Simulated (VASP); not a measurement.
# Au (Fm-3m) in VASP: single point with PBEsol

Aim: the single point of Au with PBEsol.

All numbers are computed with VASP 6.6.1; they aren't measurements. Logs are shortened: lines on timing, memory, paths and dates and some standing lists are left out, and cuts for length are marked.

## (1) The cell of the first run

It takes space group Fm-3m (No. 225, cubic). The conventional cell has a = 4.070 Å, b = 4.070 Å, c = 4.070 Å, α = 90.00°, β = 90.00°, γ = 90.00°. Au (site symmetry m-3m) has 12 Au at 2.88 Å within 3.8 Å.

## (2) Single point, PBEsol

INCAR reads:

```
PREC = Accurate
ENCUT = 500
EDIFF = 1E-6
ISMEAR = -1
SIGMA = 0.0272
LREAL = F
LASPH = T
NELM = 120
ALGO = Normal
ISIF = 2
LWAVE = F
LCHARG = F
GGA = PS
NBANDS = 12
GGA_COMPAT = F
```

KPOINTS reads:

```
Automatic mesh
0
Gamma
  12 12 12
```

POSCAR reads:

```
Au
1.0
    0.0000000000      2.0350000000      2.0350000000
    2.0350000000      0.0000000000      2.0350000000
    2.0350000000      2.0350000000      0.0000000000
Au
1
Direct
    0.0000000000      0.0000000000      0.0000000000
```

Potentials or basis: VASP PAW PBE potentials, release 64 (Au).

Run with:

```bash
> cat potpaw_PBE.64/Au/POTCAR > POTCAR
> mpirun -np 1 vasp_std > vasp.out
```

OUTCAR:

```text
PREC = Accurate
   ENCUT = 500
   EDIFF = 1E-6
   ISMEAR = -1
   LREAL = F
   LASPH = T
   NELM = 120
   ISIF = 2
   GGA = PS

 ion  position               nearest neighbor table
   1  0.000  0.000  0.000-

  LATTYP: Found a face centered cubic cell.
 ALAT       =     4.0700000000

  Lattice vectors:

 A1 = (   0.0000000000,   2.0350000000,   2.0350000000)
 A2 = (   2.0350000000,   0.0000000000,   2.0350000000)
 A3 = (   2.0350000000,   2.0350000000,   0.0000000000)

Analysis of symmetry for initial positions (statically):
=====================================================================
 Subroutine PRICEL returns:
 Original cell was already a primitive cell.

 Routine SETGRP: Setting up the symmetry group for a
 face centered cubic supercell.

 Subroutine GETGRP returns: Found 48 space group operations
 (whereof 48 operations were pure point group operations)
 out of a pool of 48 trial point group operations.

The static configuration has the point symmetry O_h .

Analysis of symmetry for dynamics (positions and initial velocities):
=====================================================================
 Subroutine PRICEL returns:
 Original cell was already a primitive cell.

 Routine SETGRP: Setting up the symmetry group for a
 face centered cubic supercell.

 Subroutine GETGRP returns: Found 48 space group operations
 (whereof 48 operations were pure point group operations)
 out of a pool of 48 trial point group operations.

The dynamic configuration has the point symmetry O_h .

 Subroutine INISYM returns: Found 48 space group operations
 (whereof 48 operations are pure point group operations),
 and found     1 'primitive' translations

----------------------------------------------------------------------------------------

                                     Primitive cell

  volume of cell :      16.8548

  direct lattice vectors                    reciprocal lattice vectors
     0.000000000  2.035000000  2.035000000    -0.245700246  0.245700246  0.245700246
     2.035000000  0.000000000  2.035000000     0.245700246 -0.245700246  0.245700246
     2.035000000  2.035000000  0.000000000     0.245700246  0.245700246 -0.245700246

  length of vectors
     2.877924599  2.877924599  2.877924599     0.425565309  0.425565309  0.425565309

  position of ions in fractional coordinates (direct lattice)
     0.000000000  0.000000000  0.000000000

  ion indices of the primitive-cell ions
   primitive index   ion index
                 1           1

----------------------------------------------------------------------------------------

 KPOINTS: Automatic mesh

Automatic generation of k-mesh.
 Grid dimensions read from file:
 generate k-points for:   12   12   12

 Generating k-lattice:

  Cartesian coordinates                     Fractional coordinates (reciprocal lattice)
    -0.020475020  0.020475020  0.020475020     0.083333333  0.000000000  0.000000000
     0.020475020 -0.020475020  0.020475020     0.000000000  0.083333333  0.000000000
     0.020475020  0.020475020 -0.020475020     0.000000000  0.000000000  0.083333333

  Length of vectors
     0.035463776  0.035463776  0.035463776

  Shift w.r.t. Gamma in fractional coordinates (k-lattice)
     0.000000000  0.000000000  0.000000000

 Subroutine IBZKPT returns following result:
 ===========================================

 Found     72 irreducible k-points:

 Following reciprocal coordinates:
            Coordinates               Weight
  0.000000  0.000000  0.000000      1.000000
  0.083333  0.000000  0.000000      8.000000
  0.166667  0.000000  0.000000      8.000000
  0.250000  0.000000  0.000000      8.000000
  0.333333  0.000000  0.000000      8.000000
  0.416667  0.000000  0.000000      8.000000
[... 16 lines left out ...]
  0.500000  0.166667  0.000000     24.000000
 -0.416667  0.166667  0.000000     24.000000
 [... further k-points ...]
   k-points           NKPTS =     72   k-points in BZ     NKDIM =     72   number of bands    NBANDS=     12
   number of dos      NEDOS =    301   number of ions     NIONS =      1
   total plane-waves  NPLWV =  13824
   dimension x,y,z NGX =    24 NGY =   24 NGZ =   24
   dimension x,y,z NGXF=    48 NGYF=   48 NGZF=   48
   ions per type =               1
   NGX,Y,Z   is equivalent  to a cutoff of  13.86, 13.86, 13.86 a.u.
   NGXF,Y,Z  is equivalent  to a cutoff of  27.73, 27.73, 27.73 a.u.
 SYSTEM =  unknown system
   PREC   = accura    normal or accurate (medium, high low for compatibility)
   ISTART =      0    job   : 0-new  1-cont  2-samecut
   ICHARG =      2    charge: 1-file 2-atom 10-const
   ISPIN  =      1    spin polarized calculation?
   LNONCOLLINEAR =      F non collinear calculations
   LSORBIT =      F    spin-orbit coupling
   LASPH  =      T    aspherical Exc in radial PAW
   ENCUT  =  500.0 eV  36.75 Ry    6.06 a.u.   5.25  5.25  5.25*2*pi/ulx,y,z
   NELM   =    120;   NELMIN=  2; NELMDL= -5     # of ELM steps
   EDIFF  = 0.1E-05   stopping-criterion for ELM
   LREAL  =      F    real-space projection
   EDIFFG = 0.1E-04   stopping-criterion for IOM
   NSW    =      0    number of steps for IOM
   IBRION =     -1    ionic relax: 0-MD 1-quasi-New 2-CG
   NFREE  =      0    steps in history (QN), initial steepest desc. (CG)
   ISIF   =      2    stress and relaxation
   ISYM   =      2    0-nonsym 1-usesym 2-fastsym
   POTIM  = 0.5000    time-step for ionic-motion
   TEBEG  =    0.0;   TEEND  =   0.0 temperature during run
   PSTRESS=    0.0 pullay stress
   NELECT =      11.0000    total number of electrons
   NUPDOWN=      -1.0000    fix difference up-down
   EMIN   =  10.00;   EMAX   =-10.00  energy-range for DOS
   EFERMI =   0.00;   METHOD = LEGACY
   ISMEAR =    -1;   SIGMA  =   0.03  broadening in eV -4-tet -1-fermi 0-gaus
   EFERMI_NEDOS =   21; number of points for ismear=-14 and -15
   IALGO  =     38    algorithm
   IMIX   =      4    mixing-type and parameters
     AMIX     =   0.40;   BMIX     =  1.00
     AMIX_MAG =   1.60;   BMIX_MAG =  1.00
  volume/ion in A,a.u.               =      16.85       113.74
  Fermi-wavevector in a.u.,A,eV,Ry     =   1.420032  2.683470 27.436005  2.016489
  Thomas-Fermi vector in A             =   2.540990
   LORBIT       =      0    0 simple, 1 ext, 2 COOP (PROOUT), +10 PAW based schemes
   GGA     = PS    functional components
   LHFCALC =     F    Hartree Fock is set to
   AEXX    =    0.0000 exact exchange contribution
   IVDW    =     0    specifies the selected vdW correction
   LEPSILON=     F    determine dielectric tensor
   LRPA    =     F    only Hartree local field effects (RPA)
 non-spin polarized calculation
  energy-cutoff  :      500.00
  volume of cell :       16.85
 maximum number of plane-waves:       444
 NGX is ok and might be reduce to    24
   NGX = 11   NGY = 11   NGZ = 11

 number of electron      10.9999999 magnetization

 Free energy of the ion-electron system (eV)
  ---------------------------------------------------
  ext. energy  EPLUGINS =         0.00000000
  ---------------------------------------------------
  free energy    TOTEN  =        -3.91463914 eV

  energy without entropy =       -3.91378350  energy(sigma->0) =       -3.91421132

 E-fermi :   9.3647     XC(G=0): -12.9514

 val. band max:        9.2769240396   @ k =   0.5000   0.0833   0.0000
 cond. band min:       9.3693749612   @ k =   0.5000   0.3333   0.1667
 fundamental gap:      0.0924509216
 Fermi energy:         9.3647016006

 k-point     1 :       0.0000    0.0000    0.0000
  band No.  band energies     occupation
      1      -0.5760      2.00000
      2       4.7200      2.00000
      3       4.7200      2.00000
      4       4.7200      2.00000
      5       6.2807      2.00000
      6       6.2807      2.00000
      7      23.9463      0.00000
      8      28.0071      0.00000
      9      28.0071      0.00000
     10      28.0071      0.00000
     11      32.9095      0.00000
     12      37.6935      0.00000

 k-point     2 :       0.0833    0.0000    0.0000
  band No.  band energies     occupation
      1      -0.3326      2.00000
      2       4.6407      2.00000
      3       4.8026      2.00000
      4       4.8026      2.00000
      5       6.2444      2.00000
      6       6.2444      2.00000
      7      24.2275      0.00000
      8      26.5870      0.00000
      9      28.3004      0.00000
     10      28.3004      0.00000
     11      33.7973      0.00000
     12      35.8177      0.00000

 k-point     3 :       0.1667    0.0000    0.0000
  band No.  band energies     occupation
      1       0.3483      2.00000
      2       4.4904      2.00000
      3       4.9702      2.00000
      4       4.9702      2.00000
      5       6.2250      2.00000
      6       6.2250      2.00000
      7      23.7030      0.00000
      8      25.0677      0.00000
      9      29.0511      0.00000
     10      29.0511      0.00000
     11      31.9198      0.00000
     12      34.1725      0.00000
[... 286 lines left out ...]
 k-point    23 :       0.5000    0.1667    0.0000
  band No.  band energies     occupation
      1       2.6443      2.00000
      2       4.3042      2.00000
      3       5.2710      2.00000
      4       5.3661      2.00000
      5       7.5500      2.00000
      6      10.1072      0.00000
      7      13.6055      0.00000
      8      23.0631      0.00000
      9      24.7629      0.00000
     10      25.4024      0.00000
     11      34.6903      0.00000
     12      35.3540      0.00000

 k-point    24 :      -0.4167    0.1667    0.0000
  band No.  band energies     occupation
      1       2.6891      2.00000
      2       4.3056      2.00000
      3       5.2053      2.00000
      4       5.6354      2.00000
      5       7.2798      2.00000
      6      10.6832      0.00000
      7      13.0238      0.00000
      8      22.3359      0.00000
      9      25.0713      0.00000
     10      25.7654      0.00000
     11      34.1835      0.00000
     12      34.8621      0.00000

 [... further k-points ...]
[... 5 lines left out ...]
  --------------------------------------------------------------------------------------
  -------------------------------------------------------------------------------------
  Total        0.1401060      0.1401060      0.1401060      0.0000000      0.0000000     -0.0000000
  in kB       13.3181553     13.3181553     13.3181553      0.0000000      0.0000000     -0.0000000
  external PRESSURE =      13.3181553 kB  Pullay stress =       0.0000000 kB

 VOLUME and BASIS-vectors are now :
 -----------------------------------------------------------------------------
  energy-cutoff  :      500.00
  volume of cell :       16.85
      direct lattice vectors                 reciprocal lattice vectors
     0.000000000  2.035000000  2.035000000    -0.245700246  0.245700246  0.245700246
     2.035000000  0.000000000  2.035000000     0.245700246 -0.245700246  0.245700246
     2.035000000  2.035000000  0.000000000     0.245700246  0.245700246 -0.245700246

 POSITION                                       TOTAL-FORCE (eV/Angst)
 -----------------------------------------------------------------------------------
      0.00000      0.00000      0.00000        -0.000000      0.000000     -0.000000
 -----------------------------------------------------------------------------------
    total drift:                               -0.000000      0.000000     -0.000000

  FREE ENERGIE OF THE ION-ELECTRON SYSTEM (eV)
  ---------------------------------------------------
  free  energy   TOTEN  =        -3.9146391350 eV

  energy  without entropy=       -3.9137834951  energy(sigma->0) =       -3.91421132
```

Run time: 9.1 s. Hardware: 1 thread of Intel Xeon Platinum 8488C (Sapphire Rapids), shared host; peak memory 0.14 GiB.

Results:

```
Free energy : -3.9146 eV
Pressure    : 1.3 GPa
```

Levels at points of the mesh, in eV from the Fermi level:
```
           k point  band 2  band 3  band 4  band 5  band 6  band 7  band 8  band 9  band 10  band 11
(0.00, 0.00, 0.00)   -4.64   -4.64   -4.64   -3.08   -3.08   14.58   18.64   18.64    18.64    23.54
(0.50, 0.00, 0.00)   -4.68   -4.68   -1.86   -1.86   -0.98    3.21   14.03   17.27    17.27    25.15
(0.50, 0.50, 0.00)   -6.75   -1.90   -1.53   -1.53    1.02    5.93   10.08   10.08    17.38    20.04
```

Caveat: the PAW data sets were made with another functional, which shifts forces and pressure a little; spin-orbit coupling is left out, which moves the levels of the heavy elements.
